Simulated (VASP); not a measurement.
Wanted: the native input for a VASP 6.6.1 run.

* Task: single point
* Functional: PBE
* Potentials or basis: VASP PAW PBE potentials, release 64 (Au)
* Cutoff: 520 eV
* k mesh: 23 × 23 × 4
* Occupations: gaussian, width 0.15 eV
* Spin: no spin polarisation
* Dipole correction: no
* Further INCAR settings: ALGO = Fast; EDIFF = 1e-06; NBANDS = 42

The structure of Au lies in POSCAR:

```
Au
1.0
    2.0790388404     -2.0790388404      0.0000000000
    2.0790388404      0.0000000000     -2.0790388404
    8.1429502810      8.1429502810      8.1429502810
Au
6
Direct
    0.6666666667      0.6666666667      0.0850888585
    0.0000000000      0.0000000000      0.9361476552
    0.3333333333      0.3333333333      0.2553006178
    0.6666666667      0.6666666667      0.5957241365
    0.0000000000      0.0000000000      0.4255123772
    0.3333333333      0.3333333333      0.7659358959
```

This cell differs from its parent crystal: the distance across one plane changed.

One way to write it, as run:

INCAR

```
PREC = Accurate ; ENCUT = 520
EDIFF = 1E-6 ; ISMEAR = 0
SIGMA = 0.15 ; LREAL = False
LASPH = True ; NELM = 100
ALGO = Fast ; ISIF = 2
LWAVE = False ; LCHARG = False
GGA = PE ; NBANDS = 42
```

KPOINTS

```
regular mesh
0
Gamma
  23 23 4
```

Potentials or basis: VASP PAW PBE potentials, release 64 (Au).

Launch:

```sh
$ cat potpaw_PBE.64/Au/POTCAR > POTCAR
$ mpirun -np 1 vasp_std > vasp.out
```

Results of the run:

```yaml
Pressure: 4.3 GPa
Largest_force: 1.851 eV/Å
Band_gap_on_the_k_mesh: zero (bands 33 and 34 overlap by 5.14 eV)
```

Caveat: the cell differs from its parent crystal (the distance across one plane changed); the cell stands under pressure; spin-orbit coupling is left out, which moves the levels of the heavy elements; forces of over 1 eV/Å act on the atoms, so gaps and moduli don't describe the material at rest.

Wall time 11 min on 1 thread of AMD EPYC 9R45 96-Core Processor (Zen 5) (shared host), peak memory 0.69 GiB.
